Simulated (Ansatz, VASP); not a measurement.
**Two plane-wave programs on BeC2**

The input INCAR:

```
PREC = Accurate
ENCUT = 520
EDIFF = 1E-6
ISMEAR = 0
SIGMA = 0.02
LREAL = F
LASPH = T
NELM = 80
ALGO = Normal
ISIF = 2
LWAVE = F
LCHARG = T
GGA = PS
LELF = T
LVHAR = T
NBANDS = 12
```

Contents of KPOINTS:

```
Automatic mesh
0
Gamma
  14 14 14
```

POSCAR

```
BeC2
1.0
   -1.7500159636      1.7500159636      2.8779155652
    1.7500159636     -1.7500159636      2.8779155652
    1.7500159636      1.7500159636     -2.8779155652
Be C
1 2
Direct
    0.0000000000      0.0000000000      0.0000000000
    0.4120000000      0.4120000000      0.0000000000
    0.5880000000      0.5880000000      0.0000000000
```

Input for Ansatz:

```yaml
crystal:
  lattice:
    - [-1.7500159636, 1.7500159636, 2.8779155652]
    - [1.7500159636, -1.7500159636, 2.8779155652]
    - [1.7500159636, 1.7500159636, -2.8779155652]
  atoms:
    - { symbol: Be, position: [0.0, 0.0, 0.0] }
    - { symbol: C, position: [0.412, 0.412, 0.0] }
    - { symbol: C, position: [0.588, 0.588, 0.0] }
basis:
  ecutwfc: 420
kpoints:
  mp_grid: { grid: [14, 14, 14] }
hamiltonian:
  xc: pbesol
scf:
  occupations: { method: gaussian, width: 0.02 }
output:
  forces: true
  stress: true
  eigenvalues: true
  write_density: true
  write_potential: true
  elf: true
  volumetric_format: npy
```

Alike in both runs: task single point; functional PBEsol; k mesh 14 × 14 × 14; occupations gaussian, width 0.02 eV; no spin polarisation.

|  | VASP | Ansatz |
| --- | --- | --- |
| version | VASP 6.6.1 | Ansatz 0.2.0 |
| potentials or method | VASP PAW PBE potentials, release 64 (Be, C), cutoff 520 eV | scalar-relativistic, plane waves, PAW |
| valence electrons in the cell | 10 | 10 |

Ansatz gave:

- gap on the k mesh at the Fermi level (eV): 0.38
- least direct gap on the mesh (eV): 0.38
- pressure (GPa): 39.4
- traceless stress, the component that is largest in VASP (GPa): 105.42
- rms of the force components (eV/Å): 19.972

Task: Estimate VASP's values.

Result: gap on the k mesh at the Fermi level (eV): 0.39; least direct gap on the mesh (eV): 0.39; pressure (GPa): 41.2; traceless stress, the component that is largest in VASP (GPa): 109.11; rms of the force components (eV/Å): 20.539.

VASP's potentials were made for PBE, not for PBEsol. Atom by atom the forces differ by 0.567 eV/Å (rms over components). Both programs put the cell under a high pressure, so it lies far from rest at this level.
